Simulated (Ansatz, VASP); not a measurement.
**Au: VASP beside Ansatz**

```xyz
6
Lattice="2.0455 -2.0455 0.0000 2.0455 0.0000 -2.0455 9.3367 9.3367 9.3367" Properties=species:S:1:pos:R:3 pbc="T T T"
Au    3.4090   -0.6820   -0.6820
Au    7.5000    7.5000    7.5000
Au    3.4090    1.3635    1.3635
Au    7.5000    3.4090    3.4090
Au    3.4090    3.4090    3.4090
Au    7.5000    5.4545    5.4545
```

Alike in both runs: task single point; functional PBEsol; k mesh 18 × 18 × 4; occupations gaussian, width 0.15 eV; no spin polarisation.

|  | VASP | Ansatz |
| --- | --- | --- |
| version | VASP 6.6.1 | Ansatz 0.2.0 |
| potentials or method | VASP PAW PBE potentials, release 64 (Au), cutoff 520 eV | scalar-relativistic, plane waves, PAW |
| valence electrons in the cell | 66 | 114 |

|  | VASP | Ansatz | Ansatz less VASP |
| --- | --- | --- | --- |
| gap on the k mesh at the Fermi level (eV) | none | none | - |
| pressure (GPa) | -4.0 | -3.7 | +0.22 |
| traceless stress, the component that is largest in VASP (GPa) | 1.05 | 1.05 | +0.003 |
| rms of the force components (eV/Å) | 0.053 | 0.056 | +0.0024 |

VASP's potentials were made for PBE, not for PBEsol. Atom by atom the forces differ by 0.003 eV/Å (rms over components). A gap of «none» marks a metal or a gap that the smearing closes. VASP's potentials hold 66 valence electrons a cell and Ansatz's 114, so a difference there can come from the potentials and not from the codes.

Neither program's run includes spin-orbit coupling.
